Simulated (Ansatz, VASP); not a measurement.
## Ga in VASP and in Ansatz

File INCAR:

```
SYSTEM = Ga
PREC = Accurate
ENCUT = 520
EDIFF = 1E-7
ISMEAR = -1
SIGMA = 0.1
LREAL = .False.
LASPH = .True.
NELM = 80
ALGO = Normal
ISIF = 2
LWAVE = .False.
LCHARG = .False.
GGA = RE
NBANDS = 20
```

Contents of KPOINTS:

```
regular mesh
0
Gamma
  13 13 8
  0 0 0
```

POSCAR

```
Ga
1.0
    3.1798898884      0.0000000000      0.0000000000
   -1.5899449442      2.7538654246      0.0000000000
    0.0000000000      0.0000000000      5.0179576407
Ga
2
Direct
    0.3333333333      0.6666666667      0.2500000000
    0.6666666667      0.3333333333      0.7500000000
```

Input for Ansatz:

```yaml
crystal:
  lattice:
    - [3.1798898884, 0.0, 0.0]
    - [-1.5899449442, 2.7538654246, 0.0]
    - [0.0, 0.0, 5.0179576407]
  atoms:
    - { symbol: Ga, position: [0.3333333333, 0.6666666667, 0.25] }
    - { symbol: Ga, position: [0.6666666667, 0.3333333333, 0.75] }
hamiltonian:
  xc: revpbe
  pseudopotentials:
    kind: paw
    azcp:
      Ga: "pseudopotentials/Ga.paw.azcp"
basis:
  ecutwfc: 420
  fft_grid_basis: typed
kpoints:
  mp_grid: { grid: [13, 13, 8], shift: [0, 0, 0] }
magnetization:
  spin_polarized: false
scf:
  occupations: { method: fermi_dirac, width: 0.1 }
  lower_state_search: "off"
output:
  stress: true
```

Alike in both runs: task single point; functional revPBE; k mesh 13 × 13 × 8; occupations fermi-dirac, width 0.1 eV; no spin polarisation.

|  | VASP | Ansatz |
| --- | --- | --- |
| version | VASP 6.6.1 | Ansatz 0.2.0 |
| potentials or method | VASP PAW PBE potentials, release 64 (Ga_d), cutoff 520 eV | plane waves (420 eV) with PAW, scalar-relativistic |
| valence electrons in the cell | 26 | 26 |

```tsv
	VASP	Ansatz	Ansatz less VASP
pressure (GPa)	-3.6	-3.6	-0.06
traceless stress, the component that is largest in VASP (GPa)	-0.09	-0.11	-0.014
```

VASP's potentials were made for PBE, not for revPBE. With one functional, cell and mesh, what is left measures potentials, basis and numerics.
